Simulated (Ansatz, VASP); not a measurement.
## Rh in VASP and in Ansatz

```xyz
2
Lattice="2.7310 0.0000 0.0000 -1.3655 2.3651 0.0000 0.0000 0.0000 4.5171" Properties=species:S:1:pos:R:3 pbc="T T T"
Rh    0.0000    1.5767    1.1293
Rh    1.3655    0.7884    3.3878
```

Alike in both runs: task single point; functional PBEsol; k mesh 9 × 9 × 5; occupations fermi-dirac, width 0.05 eV; no spin polarisation.

|  | VASP | Ansatz |
| --- | --- | --- |
| version | VASP 6.6.1 | Ansatz 0.2.0 |
| potentials or method | VASP PAW PBE potentials, release 64 (Rh_pv) | Ansatz PAW |
| plane-wave cutoff (eV) | 520 | 420 |
| valence electrons in the cell | 30 | 34 |

|  | VASP | Ansatz | Ansatz less VASP |
| --- | --- | --- | --- |
| gap on the k mesh at the Fermi level (eV) | none | none | - |
| pressure (GPa) | -17.7 | -17.7 | -0.04 |
| traceless stress, the component that is largest in VASP (GPa) | -4.13 | -4.14 | -0.014 |

VASP's potentials were made for PBE, not for PBEsol. A gap of «none» marks a metal or a gap that the smearing closes. The functional is the same, so the differences come from potentials, cutoffs and numerics. VASP's potentials hold 30 valence electrons a cell and Ansatz's 34, so a difference there can come from the potentials and not from the codes.
